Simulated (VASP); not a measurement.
# TiCo (Pm-3m) in VASP: a series of runs

The runs below take TiCo through relaxation of cell and atoms, single point, with revPBE, BLYP, PBE, PBE0.

All numbers are computed with VASP 6.6.1; they aren't measurements. Logs are shortened: lines on timing, memory, paths and dates and some standing lists are left out, and cuts for length are marked.

### Step 1. The cell of the first run

The structure is cubic, space group Pm-3m (No. 221). Conventional cell: a = 2.986 Å, b = 2.986 Å, c = 2.986 Å, α = 90.00°, β = 90.00°, γ = 90.00°. Within 3.4 Å of Co (site symmetry m-3m) lie 8 Ti at 2.59 Å and 6 Co at 2.99 Å. Within 3.4 Å of Ti (site symmetry m-3m) lie 8 Co at 2.59 Å and 6 Ti at 2.99 Å.

### Step 2. Relaxation of cell and atoms, revPBE, collinear spin, ferromagnetic start

Input file INCAR:

```
SYSTEM = TiCo
PREC     = Accurate       ! precision mode
ENCUT    = 600            ! plane-wave cutoff, eV
EDIFF    = 1E-7           ! SCF threshold, eV
ISMEAR   = -1             ! smearing method
SIGMA    = 0.05           ! smearing width, eV
LREAL    = .False.        ! projectors in reciprocal space
LASPH    = .True.         ! aspherical terms in the spheres
NELM     = 150            ! most SCF steps
ALGO     = Normal         ! electronic algorithm
ISIF     = 3              ! what is computed and relaxed
LWAVE    = .False.        ! write WAVECAR
LCHARG   = .False.        ! write CHGCAR
ISPIN    = 2              ! spin polarisation
MAGMOM   = 2 1            ! initial moments
LORBIT   = 11             ! projections on sites
LMAXMIX  = 4              ! l up to which the mixer works
GGA      = RE             ! functional
IBRION   = 2              ! ionic algorithm
NSW      = 60             ! ionic steps
EDIFFG   = -0.01          ! ionic threshold
```

Input file KPOINTS:

```
regular mesh
0
Gamma
  9 9 9
  0 0 0
```

Input file POSCAR:

```
TiCo
1.0
    2.9861109900      0.0000000000      0.0000000000
    0.0000000000      2.9861109900      0.0000000000
    0.0000000000      0.0000000000      2.9861109900
Co Ti
1 1
Direct
    0.5000000000      0.5000000000      0.5000000000
    0.0000000000      0.0000000000      0.0000000000
```

Potentials or basis: VASP PAW PBE potentials, release 64 (Co, Ti_sv).

The run is started by

```console
cat potpaw_PBE.64/Co/POTCAR potpaw_PBE.64/Ti_sv/POTCAR > POTCAR
mpirun -np 1 vasp_std > vasp.out
```

OUTCAR:

```text
SYSTEM = TiCo
   PREC = Accurate
   ENCUT = 600
   EDIFF = 1E-7
   ISMEAR = -1
   LREAL = .False.
   LASPH = .True.
   NELM = 150
   ISIF = 3
   ISPIN = 2
   LORBIT = 11
   GGA = RE
   IBRION = 2
   NSW = 60
   EDIFFG = -0.01

 ion  position               nearest neighbor table
   1  0.500  0.500  0.500-   2 2.59   2 2.59   2 2.59   2 2.59   2 2.59   2 2.59   2 2.59   2 2.59

   2  0.000  0.000  0.000-   1 2.59   1 2.59   1 2.59   1 2.59   1 2.59   1 2.59   1 2.59   1 2.59

  LATTYP: Found a simple cubic cell.
 ALAT       =     2.9861109900

  Lattice vectors:

 A1 = (   2.9861109900,   0.0000000000,   0.0000000000)
 A2 = (   0.0000000000,   2.9861109900,   0.0000000000)
 A3 = (   0.0000000000,   0.0000000000,   2.9861109900)

Analysis of symmetry for initial positions (statically):
=====================================================================
 Subroutine PRICEL returns:
 Original cell was already a primitive cell.

 Routine SETGRP: Setting up the symmetry group for a
 simple cubic supercell.

 Subroutine GETGRP returns: Found 48 space group operations
 (whereof 48 operations were pure point group operations)
 out of a pool of 48 trial point group operations.

The static configuration has the point symmetry O_h .

Analysis of symmetry for dynamics (positions and initial velocities):
=====================================================================
 Subroutine PRICEL returns:
 Original cell was already a primitive cell.

 Routine SETGRP: Setting up the symmetry group for a
 simple cubic supercell.

 Subroutine GETGRP returns: Found 48 space group operations
 (whereof 48 operations were pure point group operations)
 out of a pool of 48 trial point group operations.

The dynamic configuration has the point symmetry O_h .

Analysis of structural, dynamic, and magnetic symmetry:
=====================================================================
 Subroutine PRICEL returns:
 Original cell was already a primitive cell.

 Routine SETGRP: Setting up the symmetry group for a
 simple cubic supercell.

 Subroutine GETGRP returns: Found 48 space group operations
 (whereof 48 operations were pure point group operations)
 out of a pool of 48 trial point group operations.

The overall configuration has the point symmetry O_h .

 Subroutine INISYM returns: Found 48 space group operations
 (whereof 48 operations are pure point group operations),
 and found     1 'primitive' translations

----------------------------------------------------------------------------------------

                                     Primitive cell

  volume of cell :      26.6267
[... 90 lines left out ...]
   LREAL  =      F    real-space projection
   EDIFFG = -.1E-01   stopping-criterion for IOM
   NSW    =     60    number of steps for IOM
   IBRION =      2    ionic relax: 0-MD 1-quasi-New 2-CG
   NFREE  =      1    steps in history (QN), initial steepest desc. (CG)
   ISIF   =      3    stress and relaxation
   ISYM   =      2    0-nonsym 1-usesym 2-fastsym
   POTIM  = 0.5000    time-step for ionic-motion
   TEBEG  =    0.0;   TEEND  =   0.0 temperature during run
   PSTRESS=    0.0 pullay stress
   NELECT =      21.0000    total number of electrons
   NUPDOWN=      -1.0000    fix difference up-down
   EMIN   =  10.00;   EMAX   =-10.00  energy-range for DOS
   EFERMI =   0.00;   METHOD = LEGACY
   ISMEAR =    -1;   SIGMA  =   0.05  broadening in eV -4-tet -1-fermi 0-gaus
   EFERMI_NEDOS =   21; number of points for ismear=-14 and -15
   IALGO  =     38    algorithm
   IMIX   =      4    mixing-type and parameters
     AMIX     =   0.40;   BMIX     =  1.00
     AMIX_MAG =   1.60;   BMIX_MAG =  1.00
  volume/ion in A,a.u.               =      13.31        89.84
  Fermi-wavevector in a.u.,A,eV,Ry     =   1.512546  2.858298 31.127355  2.287796
  Thomas-Fermi vector in A             =   2.622456
   LORBIT       =     11    0 simple, 1 ext, 2 COOP (PROOUT), +10 PAW based schemes
   GGA     = RE    functional components
   LHFCALC =     F    Hartree Fock is set to
   AEXX    =    0.0000 exact exchange contribution
   IVDW    =     0    specifies the selected vdW correction
   LEPSILON=     F    determine dielectric tensor
   LRPA    =     F    only Hartree local field effects (RPA)
 conjugate gradient relaxation of ions
 spin polarized calculation
  energy-cutoff  :      600.00
  volume of cell :       26.63
 maximum number of plane-waves:       905
 NGX is ok and might be reduce to    24
   NGX = 11   NGY = 11   NGZ = 11

--------------------------------------- Ionic step        1  -------------------------------------------

 number of electron      20.9999983 magnetization       0.8218666

 Free energy of the ion-electron system (eV)
  ---------------------------------------------------
  ext. energy  EPLUGINS =         0.00000000
  ---------------------------------------------------
  free energy    TOTEN  =       -14.92640778 eV

  energy without entropy =      -14.90949243  energy(sigma->0) =      -14.91795011

 E-fermi :  10.0411     XC(G=0): -12.4944

 val. band max:       10.0267805501   @ k =   0.3333   0.2222   0.0000
 cond. band min:      10.0512217623   @ k =   0.3333   0.3333   0.1111
 fundamental gap:      0.0244412121
 Fermi energy:        10.0410954506

 spin component 1

 k-point     1 :       0.0000    0.0000    0.0000
  band No.  band energies     occupation
      1     -47.2242      1.00000
      2     -23.2673      1.00000
      3     -23.2673      1.00000
      4     -23.2673      1.00000
      5       2.3384      1.00000
      6       5.8474      1.00000
[... 978 lines left out ...]
--------------------------------------- Ionic step        3  -------------------------------------------

 number of electron      20.9999986 magnetization       0.8365326

 Free energy of the ion-electron system (eV)
  ---------------------------------------------------
  ext. energy  EPLUGINS =         0.00000000
  ---------------------------------------------------
  free energy    TOTEN  =       -14.92905404 eV

  energy without entropy =      -14.91199371  energy(sigma->0) =      -14.92052387

 E-fermi :   9.8523     XC(G=0): -12.4183

 val. band max:        9.8293088849   @ k =   0.3333   0.2222   0.0000
 cond. band min:       9.8566209831   @ k =   0.3333   0.3333   0.0000
 fundamental gap:      0.0273120982
 Fermi energy:         9.8523079978

 spin component 1

 k-point     1 :       0.0000    0.0000    0.0000
  band No.  band energies     occupation
      1     -47.4262      1.00000
      2     -23.4731      1.00000
      3     -23.4731      1.00000
      4     -23.4731      1.00000
      5       2.2174      1.00000
      6       5.7229      1.00000
[... 936 lines left out ...]
  FREE ENERGIE OF THE ION-ELECTRON SYSTEM (eV)
  ---------------------------------------------------
  free  energy   TOTEN  =       -14.9290540372 eV

  energy  without entropy=      -14.9119937123  energy(sigma->0) =      -14.92052387

 reached required accuracy - stopping structural energy minimisation

 total charge

# of ion       s       p       d       tot
------------------------------------------
    1        0.520   0.453   7.290   8.263
    2        2.242   6.175   1.843  10.260
--------------------------------------------------
tot          2.762   6.628   9.133  18.523

 magnetization (x)

# of ion       s       p       d       tot
------------------------------------------
    1        0.026  -0.010   0.936   0.953
    2       -0.003  -0.016  -0.030  -0.049
--------------------------------------------------
tot          0.023  -0.026   0.906   0.904
```

Run time: 37 s. Hardware: 1 thread of Intel Xeon 6975P-C (Granite Rapids), shared host; peak memory 0.17 GiB.

Results:

| Property | Result |
| --- | --- |
| Free energy | -14.9291 eV |
| Relaxed volume | 13.50 Å³/atom |
| Relaxed cell | a = 3.000 Å, b = 3.000 Å, c = 3.000 Å, α = 90.00°, β = 90.00°, γ = 90.00° |
| Space group after relaxing (to 0.05 Å) | Pm-3m (No. 221) |
| Energy gained by relaxing | 1.3 meV/atom |
| Ionic steps | 3 |
| Pressure after relaxing | 0.0 GPa |
| Net moment | 0.84 μB per cell |
| Site moments | Co +0.95; Ti -0.05 μB |
| Valence electrons inside the program's atomic spheres | Co 8.26; Ti 10.26 |

The path:
```csv
step,energy change (eV),largest force (eV/Å),pressure (GPa),volume (Å³)
1,0.0000,0.0000,2.25,26.63
2,-0.0006,0.0000,-1.88,27.35
3,-0.0026,0.0000,0.00,27.01
```

Final structure:
```
CELL_PARAMETERS angstrom
3.00031 0.00000 0.00000
0.00000 3.00031 0.00000
0.00000 0.00000 3.00031
ATOMIC_POSITIONS crystal
Co 0.50000 0.50000 0.50000
Ti 0.00000 0.00000 0.00000
```

Levels at points of the mesh, in eV from the Fermi level:
Spin up:
| k point | band 8 | band 9 | band 10 | band 11 | band 12 | band 13 | band 14 | band 15 |
| --- | --- | --- | --- | --- | --- | --- | --- | --- |
| (0.00, 0.00, 0.00) | -1.88 | -1.88 | -1.88 | 0.46 | 0.46 | 2.61 | 2.61 | 2.61 |
Spin down:
```csv
k point,band 8,band 9,band 10,band 11,band 12,band 13
"(0.00, 0.00, 0.00)",-1.32,-1.32,-1.32,1.01,1.01,2.69
```

Caveat: the PAW data sets were made with another functional, which shifts forces and pressure a little.

[end of part 1 of 2]
